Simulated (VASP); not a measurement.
A run of VASP 6.6.1 is set up as follows.

The input INCAR:

```
PREC     = Accurate       # precision mode
ENCUT    = 700            # plane-wave cutoff, eV
EDIFF    = 1E-6           # SCF threshold, eV
ISMEAR   = -1             # smearing method
SIGMA    = 0.05           # smearing width, eV
LREAL    = F              # projectors in reciprocal space
LASPH    = T              # aspherical terms in the spheres
NELM     = 120            # most SCF steps
ALGO     = Normal         # electronic algorithm
ISIF     = 2              # what is computed and relaxed
LWAVE    = F              # write WAVECAR
LCHARG   = F              # write CHGCAR
NBANDS   = 26             # bands
GGA_COMPAT= F
```

The input KPOINTS:

```
regular mesh
0
Gamma
  5 5 5
```

POSCAR

```
CaIrN2
1.0
    1.6488500006      0.9519639917      5.0094002244
   -1.6488500006      0.9519639917      5.0094002244
    0.0000000000     -1.9039279834      5.0094002244
Ir Ca N
1 1 2
Direct
    0.5000000000      0.5000000000      0.5000000000
    0.0000000000      0.0000000000      0.0000000000
    0.2308810000      0.2308810000      0.2308810000
    0.7691190000      0.7691190000      0.7691190000
```

Potentials or basis: VASP PAW LDA potentials, release 64 (Ir_sv_GW, Ca_sv, N).

Command:

```sh
$ cat potpaw_LDA.64/Ir_sv_GW/POTCAR potpaw_LDA.64/Ca_sv/POTCAR potpaw_LDA.64/N/POTCAR > POTCAR
$ mpirun -np 1 vasp_std > vasp.out
```

What does it give for the pressure?

-13.8 GPa.

What does it give for the largest force?

0.435 eV/Å.

Estimate the band gap on the k mesh.

zero (an odd number of electrons rules out a gap without spin polarisation).

Stress tensor (GPa, compression positive):
```
-14.29   0.00   0.00
  0.00 -14.29   0.00
  0.00   0.00 -12.85
```

Caveat: the k points lie up to 0.45 Å⁻¹ apart, too coarse for converged energies and pressures of a metal; spin-orbit coupling is left out, which moves the levels of the heavy elements; an odd number of electrons without spin polarisation forces a metal; a magnetic or distorted state may lie lower.
